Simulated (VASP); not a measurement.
A run of VASP 6.6.1:

The input POSCAR:

```
Ge
1.0
    0.0000000000      2.1162369513      2.1162369513
    2.1162369513      0.0000000000      2.1162369513
    2.1162369513      2.1162369513      0.0000000000
Ge
1
Direct
    0.0000000000      0.0000000000      0.0000000000
```

Contents of INCAR.step1:

```
SYSTEM = Ge
PREC = Accurate ; ENCUT = 520
EDIFF = 1E-5 ; ISMEAR = -1
SIGMA = 0.1 ; LREAL = .False.
LASPH = .True. ; NELM = 60
ALGO = Normal ; ISIF = 2
LWAVE = .True. ; GGA = PE
NBANDS = 13
```

The input INCAR.step2:

```
SYSTEM = Ge
PREC = Accurate ; ENCUT = 520
EDIFF = 1E-6 ; ISMEAR = -1
SIGMA = 0.1 ; LREAL = .False.
LASPH = .True. ; NELM = 60
ALGO = Normal ; ISIF = 2
LWAVE = .False. ; LCHARG = .True.
METAGGA = R2SCAN ; LHFCALC = .True.
AEXX = 0.25 ; LMIXTAU = .True.
PRECFOCK = Normal ; LELF = .True.
LVHAR = .True. ; ISTART = 1
NBANDS = 13
```

The input KPOINTS:

```
Automatic mesh
0
Gamma
  7 7 7
  0 0 0
```

Potentials or basis: VASP PAW PBE potentials, release 64 (Ge_d).

Command:

```sh
$ cat potpaw_PBE.64/Ge_d/POTCAR > POTCAR
$ cp INCAR.step1 INCAR
$ mpirun -np 1 vasp_std > vasp.out
$ cp INCAR.step2 INCAR
$ mpirun -np 1 vasp_std > vasp.out
```

Hardware: 1 thread of Intel(R) Xeon(R) 6975P-C (Granite Rapids), with other jobs on the host.

Question: Estimate the wall time of this run.

Answer: Wall time 18 min on 1 thread of Intel(R) Xeon(R) 6975P-C (Granite Rapids), on a shared host, peak memory 0.16 GiB. Counts: k points 20.
